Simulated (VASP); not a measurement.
# Ge4IrW (P-6m2) in VASP: a series of runs, part 2 of 2

VASP 6.6.1.

## (4) Single point, PBE

This run uses another cell than the first one, of 18.19 Å³/atom.

INCAR reads:

```
SYSTEM = Ge4IrW
ALGO = Normal
EDIFF = 1E-6
ENCUT = 520
GGA = PE
ISIF = 2
ISMEAR = 0
LASPH = .True.
LCHARG = .False.
LREAL = .False.
LWAVE = .False.
NBANDS = 48
NELM = 80
PREC = Accurate
SIGMA = 0.1
```

KPOINTS reads:

```
k-points
0
Gamma
  12 12 6
  0 0 0
```

POSCAR reads:

```
Ge4IrW
1.0
    3.9022962450      0.0000000000      0.0000000000
   -1.9511481225      3.3794876813      0.0000000000
    0.0000000000      0.0000000000      8.2763623783
Ge Ir W
4 1 1
Direct
    0.0000000000      0.0000000000      0.6635326029
    0.6666666667      0.3333333333      0.8423931000
    0.6666666667      0.3333333333      0.1576069000
    0.0000000000      0.0000000000      0.3364673971
    0.0000000000      0.0000000000      0.0000000000
    0.6666666667      0.3333333333      0.5000000000
```

Potentials or basis: VASP PAW PBE potentials, release 64 (Ge_d, Ir, W_sv).

Command:

```console
$ cat potpaw_PBE.64/Ge_d/POTCAR potpaw_PBE.64/Ir/POTCAR potpaw_PBE.64/W_sv/POTCAR > POTCAR
$ mpirun -np 1 vasp_std > vasp.out
```

OUTCAR:

```text
SYSTEM = Ge4IrW
   EDIFF = 1E-6
   ENCUT = 520
   GGA = PE
   ISIF = 2
   ISMEAR = 0
   LASPH = .True.
   LREAL = .False.
   NELM = 80
   PREC = Accurate

 ion  position               nearest neighbor table
   1  0.000  0.000  0.664-   6 2.63   6 2.63   6 2.63   2 2.70   2 2.70   2 2.70   4 2.71   5 2.78

   2  0.667  0.333  0.842-   5 2.60   5 2.60   5 2.60   3 2.61   1 2.70   1 2.70   1 2.70   6 2.83

   3  0.667  0.333  0.158-   5 2.60   5 2.60   5 2.60   2 2.61   4 2.70   4 2.70   4 2.70   6 2.83

   4  0.000  0.000  0.336-   6 2.63   6 2.63   6 2.63   3 2.70   3 2.70   3 2.70   1 2.71   5 2.78

   5  0.000  0.000  0.000-   2 2.60   3 2.60   2 2.60   3 2.60   2 2.60   3 2.60   1 2.78   4 2.78

   6  0.667  0.333  0.500-   1 2.63   4 2.63   1 2.63   4 2.63   1 2.63   4 2.63   3 2.83   2 2.83

  LATTYP: Found a hexagonal cell.
 ALAT       =     3.9022962450
 C/A-ratio  =     2.1208954571

  Lattice vectors:

 A1 = (   3.9022962450,   0.0000000000,   0.0000000000)
 A2 = (  -1.9511481225,   3.3794876813,   0.0000000000)
 A3 = (   0.0000000000,   0.0000000000,   8.2763623783)

Analysis of symmetry for initial positions (statically):
=====================================================================
 Subroutine PRICEL returns:
 Original cell was already a primitive cell.

 Routine SETGRP: Setting up the symmetry group for a
 hexagonal supercell.

 Subroutine GETGRP returns: Found 12 space group operations
 (whereof 12 operations were pure point group operations)
 out of a pool of 24 trial point group operations.

The static configuration has the point symmetry D_3h.

Analysis of symmetry for dynamics (positions and initial velocities):
=====================================================================
 Subroutine PRICEL returns:
 Original cell was already a primitive cell.

 Routine SETGRP: Setting up the symmetry group for a
 hexagonal supercell.

 Subroutine GETGRP returns: Found 12 space group operations
 (whereof 12 operations were pure point group operations)
 out of a pool of 24 trial point group operations.

The dynamic configuration has the point symmetry D_3h.

 Subroutine INISYM returns: Found 12 space group operations
 (whereof 12 operations are pure point group operations),
 and found     1 'primitive' translations

----------------------------------------------------------------------------------------

                                     Primitive cell

  volume of cell :     109.1467

  direct lattice vectors                    reciprocal lattice vectors
     3.902296245  0.000000000  0.000000000     0.256259376  0.147951420  0.000000000
    -1.951148123  3.379487681  0.000000000     0.000000000  0.295902839  0.000000000
     0.000000000  0.000000000  8.276362378     0.000000000  0.000000000  0.120826029

  length of vectors
     3.902296245  3.902296245  8.276362378     0.295902839  0.295902839  0.120826029

  position of ions in fractional coordinates (direct lattice)
     0.000000000  0.000000000  0.663532603
     0.666666667  0.333333333  0.842393100
     0.666666667  0.333333333  0.157606900
     0.000000000  0.000000000  0.336467397
     0.000000000  0.000000000  0.000000000
[... 39 lines left out ...]
  0.000000  0.000000  0.000000      1.000000
  0.083333  0.000000  0.000000      6.000000
  0.166667  0.000000  0.000000      6.000000
  0.250000  0.000000  0.000000      6.000000
  0.333333 -0.000000  0.000000      6.000000
  0.416667 -0.000000  0.000000      6.000000
[... 16 lines left out ...]
  0.250000  0.000000  0.166667     12.000000
  0.333333 -0.000000  0.166667     12.000000
 [... further k-points ...]
   k-points           NKPTS =     76   k-points in BZ     NKDIM =     76   number of bands    NBANDS=     48
   number of dos      NEDOS =    301   number of ions     NIONS =      6
   total plane-waves  NPLWV =  57600
   dimension x,y,z NGX =    30 NGY =   30 NGZ =   64
   dimension x,y,z NGXF=    60 NGYF=   60 NGZF=  128
   ions per type =               4   1   1
   NGX,Y,Z   is equivalent  to a cutoff of  12.78, 12.78, 12.86 a.u.
   NGXF,Y,Z  is equivalent  to a cutoff of  25.56, 25.56, 25.71 a.u.
 SYSTEM =  Ge4IrW
   PREC   = accura    normal or accurate (medium, high low for compatibility)
   ISTART =      0    job   : 0-new  1-cont  2-samecut
   ICHARG =      2    charge: 1-file 2-atom 10-const
   ISPIN  =      1    spin polarized calculation?
   LNONCOLLINEAR =      F non collinear calculations
   LSORBIT =      F    spin-orbit coupling
   LASPH  =      T    aspherical Exc in radial PAW
   ENCUT  =  520.0 eV  38.22 Ry    6.18 a.u.   7.26  7.26 15.39*2*pi/ulx,y,z
   NELM   =     80;   NELMIN=  2; NELMDL= -5     # of ELM steps
   EDIFF  = 0.1E-05   stopping-criterion for ELM
   LREAL  =      F    real-space projection
   EDIFFG = 0.1E-04   stopping-criterion for IOM
   NSW    =      0    number of steps for IOM
   IBRION =     -1    ionic relax: 0-MD 1-quasi-New 2-CG
   NFREE  =      0    steps in history (QN), initial steepest desc. (CG)
   ISIF   =      2    stress and relaxation
   ISYM   =      2    0-nonsym 1-usesym 2-fastsym
   POTIM  = 0.5000    time-step for ionic-motion
   TEBEG  =    0.0;   TEEND  =   0.0 temperature during run
   PSTRESS=    0.0 pullay stress
   NELECT =      79.0000    total number of electrons
   NUPDOWN=      -1.0000    fix difference up-down
   EMIN   =  10.00;   EMAX   =-10.00  energy-range for DOS
   EFERMI =   0.00;   METHOD = LEGACY
   ISMEAR =     0;   SIGMA  =   0.10  broadening in eV -4-tet -1-fermi 0-gaus
   EFERMI_NEDOS =   21; number of points for ismear=-14 and -15
   IALGO  =     38    algorithm
   IMIX   =      4    mixing-type and parameters
     AMIX     =   0.40;   BMIX     =  1.00
     AMIX_MAG =   1.60;   BMIX_MAG =  1.00
  volume/ion in A,a.u.               =      18.19       122.76
  Fermi-wavevector in a.u.,A,eV,Ry     =   1.469875  2.777661 29.395819  2.160532
  Thomas-Fermi vector in A             =   2.585199
   LORBIT       =      0    0 simple, 1 ext, 2 COOP (PROOUT), +10 PAW based schemes
   GGA     = PE    functional components
   LHFCALC =     F    Hartree Fock is set to
   AEXX    =    0.0000 exact exchange contribution
   IVDW    =     0    specifies the selected vdW correction
   LEPSILON=     F    determine dielectric tensor
   LRPA    =     F    only Hartree local field effects (RPA)
 non-spin polarized calculation
 Gauss-broadening in eV      SIGMA  =   0.10
  energy-cutoff  :      520.00
  volume of cell :      109.15
 maximum number of plane-waves:      2994
 NGX is ok and might be reduce to    30
   NGX = 15   NGY = 15   NGZ = 31

 number of electron      79.0000010 magnetization

 Free energy of the ion-electron system (eV)
  ---------------------------------------------------
  ext. energy  EPLUGINS =         0.00000000
  ---------------------------------------------------
  free energy    TOTEN  =       -38.15585877 eV

  energy without entropy =      -38.12139687  energy(sigma->0) =      -38.13862782

 E-fermi :   7.5548     XC(G=0): -11.6479

 val. band max:        7.5518957726   @ k =   0.4167  -0.0000   0.0000
 cond. band min:       7.5569098366   @ k =   0.3333   0.0833   0.0000
 fundamental gap:      0.0050140641
 Fermi energy:         7.5547891846

 k-point     1 :       0.0000    0.0000    0.0000
  band No.  band energies     occupation
      1     -66.7907      2.00000
      2     -31.0239      2.00000
      3     -31.0239      2.00000
      4     -30.9976      2.00000
      5     -17.5715      2.00000
      6     -17.5318      2.00000
[... 1213 lines left out ...]
     47      11.4809      0.00000
     48      11.9084      0.00000

 [... further k-points ...]

------------------------ aborting loop because EDIFF is reached ----------------------------------------

  FORCE on cell =-STRESS in cart. coord.  units (eV):
  Direction    XX          YY          ZZ          XY          YZ          ZX
  --------------------------------------------------------------------------------------
  -------------------------------------------------------------------------------------
  Total        0.0679489      0.0679489      0.0714929      0.0000000      0.0000000      0.0000000
  in kB        0.9974306      0.9974306      1.0494527      0.0000000      0.0000000      0.0000000
  external PRESSURE =       1.0147713 kB  Pullay stress =       0.0000000 kB

 VOLUME and BASIS-vectors are now :
 -----------------------------------------------------------------------------
  energy-cutoff  :      520.00
  volume of cell :      109.15
      direct lattice vectors                 reciprocal lattice vectors
     3.902296245  0.000000000  0.000000000     0.256259376  0.147951420  0.000000000
    -1.951148123  3.379487681  0.000000000     0.000000000  0.295902839  0.000000000
     0.000000000  0.000000000  8.276362378     0.000000000  0.000000000  0.120826029

 POSITION                                       TOTAL-FORCE (eV/Angst)
 -----------------------------------------------------------------------------------
      0.00000      0.00000      5.49164         0.000000     -0.000000      0.003239
      1.95115      1.12650      6.97195         0.000000      0.000000     -0.001538
      1.95115      1.12650      1.30441         0.000000     -0.000000      0.001538
      0.00000      0.00000      2.78473        -0.000000     -0.000000     -0.003239
      0.00000      0.00000      0.00000         0.000000      0.000000      0.000000
      1.95115      1.12650      4.13818        -0.000000      0.000000      0.000000
 -----------------------------------------------------------------------------------
    total drift:                               -0.000000      0.000000      0.000000

  FREE ENERGIE OF THE ION-ELECTRON SYSTEM (eV)
  ---------------------------------------------------
  free  energy   TOTEN  =       -38.1558587695 eV

  energy  without entropy=      -38.1213968664  energy(sigma->0) =      -38.13862782
```

OSZICAR:

```text
N       E                     dE             d eps       ncg     rms          rms(c)
DAV:   1     0.982728148526E+03    0.98273E+03   -0.37274E+04  9424   0.429E+03
DAV:   2     0.136714530351E+03   -0.84601E+03   -0.81770E+03  7464   0.109E+03
DAV:   3    -0.268076499186E+02   -0.16352E+03   -0.15717E+03  7800   0.264E+02
DAV:   4    -0.391780205518E+02   -0.12370E+02   -0.12055E+02  8888   0.779E+01
DAV:   5    -0.395101454417E+02   -0.33212E+00   -0.33160E+00  8432   0.145E+01    0.195E+01
DAV:   6    -0.385415708805E+02    0.96857E+00   -0.57380E+00 11440   0.168E+01    0.587E+00
DAV:   7    -0.385357161272E+02    0.58548E-02   -0.22678E+00 10720   0.159E+01    0.615E+00
DAV:   8    -0.382796753371E+02    0.25604E+00   -0.10357E+00  9200   0.869E+00    0.372E+00
DAV:   9    -0.381602328609E+02    0.11944E+00   -0.33947E-01  9224   0.488E+00    0.609E-01
DAV:  10    -0.381569863575E+02    0.32465E-02   -0.48714E-02  9024   0.200E+00    0.302E-01
DAV:  11    -0.381557675756E+02    0.12188E-02   -0.62690E-03  8624   0.674E-01    0.156E-01
DAV:  12    -0.381558642055E+02   -0.96630E-04   -0.52006E-04 10288   0.140E-01    0.496E-02
DAV:  13    -0.381558487514E+02    0.15454E-04   -0.16819E-04  9512   0.138E-01    0.152E-02
DAV:  14    -0.381558579642E+02   -0.92128E-05   -0.45525E-05  8160   0.859E-02    0.638E-03
DAV:  15    -0.381558587695E+02   -0.80528E-06   -0.32222E-06  6432   0.159E-02
   1 F= -.38155859E+02 E0= -.38138628E+02  d E =-.344619E-01
```

stdout:

```text
POSCAR found type information on POSCAR GeIrW
 POSCAR found :  3 types and       6 ions
 scaLAPACK will be used
 LDA part: xc-table for (Slater+PW92), standard interpolation
 POSCAR, INCAR and KPOINTS ok, starting setup
 FFT: planning ... GRIDC
 FFT: planning ... GRID_SOFT
 FFT: planning ... GRID
 WAVECAR not read
 entering main loop
```

Run time: 3.9 min. Hardware: 1 thread of Intel Xeon Platinum 8559C (Emerald Rapids), shared host; peak memory 0.48 GiB.

What came out:

```yaml
Free_energy: -38.1559 eV
Pressure: 0.1 GPa
Largest_force: 0.003 eV/Å
Band_gap_on_the_k_mesh: zero (an odd number of electrons rules out a gap without spin polarisation)
```

Forces on the atoms (eV/Å):
```
Ge   0.000  0.000  0.003
Ge   0.000  0.000 -0.002
Ge   0.000  0.000  0.002
Ge   0.000  0.000 -0.003
Ir   0.000  0.000  0.000
W    0.000  0.000  0.000
```

Levels at points of the mesh, in eV from the Fermi level:
| k point | band 36 | band 37 | band 38 | band 39 | band 40 | band 41 | band 42 | band 43 |
| --- | --- | --- | --- | --- | --- | --- | --- | --- |
| (0.00, 0.00, 0.00) | -2.66 | -1.53 | -1.53 | 1.40 | 1.40 | 1.59 | 2.03 | 2.70 |
| (0.50, 0.00, 0.00) | -2.18 | -1.77 | -1.71 | -1.70 | -0.44 | 0.05 | 0.28 | 1.97 |
| (0.00, 0.00, 0.50) | -1.77 | -1.77 | -1.69 | -0.10 | 0.19 | 1.87 | 1.87 | 2.14 |
| (0.50, 0.00, 0.50) | -2.12 | -1.77 | -1.65 | -1.12 | 0.15 | 0.23 | 0.63 | 0.73 |

Caveat: spin-orbit coupling is left out, which moves the levels of the heavy elements.

## (5) Overview

```tsv
task	cell	k mesh	cutoff (eV)	gap on the mesh (eV)	pressure (GPa)
single point	a = 3.889, b = 3.889, c = 8.304 Å, angles 90.0, 90.0, 120.0°, 6 atoms, atomic positions A	6 × 6 × 2	520	none	0.2
relaxation of cell and atoms	relaxed from a = 3.501, b = 3.501, c = 9.019 Å, angles 90.0, 90.0, 120.0°, 6 atoms, atomic positions B	6 × 6 × 2	600	none	-0.2
single point	a = 3.902, b = 3.902, c = 8.276 Å, angles 90.0, 90.0, 120.0°, 6 atoms, atomic positions C	12 × 12 × 6	520	none	0.1
```

Alike in all rows: level PBE; potentials or basis VASP PAW PBE potentials, release 64 (Ge_d, Ir, W_sv); no spin polarisation; smearing gaussian 0.1 eV.

Caveats: some runs use coarse meshes; spin-orbit coupling is left out, which moves the levels of the heavy elements.

Total energies depend on the potentials used, so only differences within one code and one set of settings carry meaning.

The gap in the log of VASP goes by the Fermi energy; the results here count the filled bands.